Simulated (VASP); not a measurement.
**SnPb5S6: single point with PBE**

The system is SnPb5S6.

```xyz
12
Lattice="4.2325 0.0000 0.0000 0.0000 4.2325 0.0000 0.0000 0.0000 17.9545" Properties=species:S:1:pos:R:3 pbc="T T T"
Sn    0.0000    0.0000    8.9772
Pb    0.0000    0.0000    3.0090
Pb    2.1162    2.1162    6.0145
Pb    2.1162    2.1162   11.9399
Pb    0.0000    0.0000   14.9454
Pb    2.1162    2.1162    0.0000
S     0.0000    0.0000    0.0000
S     2.1162    2.1162    3.0011
S     0.0000    0.0000    6.0475
S     2.1162    2.1162    8.9772
S     0.0000    0.0000   11.9070
S     2.1162    2.1162   14.9534
```

```
Program                : VASP 6.6.1
Task                   : single point
Functional             : PBE
Potentials or basis    : VASP PAW PBE potentials, release 64 (Sn_d, Pb_d, S)
Cutoff                 : 520 eV
k mesh                 : 4 × 4 × 1
Occupations            : gaussian, width 0.1 eV
Spin                   : no spin polarisation
Dipole correction      : no
Further INCAR settings : ALGO = Normal; EDIFF = 1e-06; NBANDS = 72
```

* Pressure: -0.2 GPa
* Largest force: 0.036 eV/Å
* Band gap on the k mesh: 0.70 eV, direct

Forces in eV/Å, atoms in the order of the input:
```
Sn   0.000  0.000  0.000
Pb   0.000  0.000 -0.018
Pb   0.000  0.000 -0.014
Pb   0.000  0.000  0.014
Pb   0.000  0.000  0.018
Pb   0.000  0.000  0.000
S    0.000  0.000  0.000
S    0.000  0.000  0.002
S    0.000  0.000  0.036
S    0.000  0.000  0.000
S    0.000  0.000 -0.036
S    0.000  0.000 -0.002
```

Stress tensor (GPa, compression positive):
```
 0.45  0.00  0.00
 0.00  0.45  0.00
 0.00  0.00 -1.47
```

Levels at points of the mesh, in eV from the valence-band top:
```tsv
k point	band 56	band 57	band 58	band 59	band 60	band 61	band 62	band 63	band 64	band 65
(0.00, 0.00, 0.00)	-2.06	-2.06	-2.06	-1.06	-1.00	2.24	2.38	3.58	3.70	3.84
(0.50, 0.00, 0.00)	-0.73	-0.45	-0.43	-0.40	0.00	0.70	0.77	0.78	0.79	1.38
(0.50, 0.50, 0.00)	-3.28	-1.82	-1.74	-1.72	-1.55	3.02	3.04	3.12	3.15	3.89
```

It took 2.2 min on 1 thread of AMD EPYC 7R43 64-Core Processor (Zen 3), on a shared host, peak memory 0.4 GiB.

Caveat: spin-orbit coupling is left out, which moves the levels of the heavy elements. A k mesh can miss the band edges.
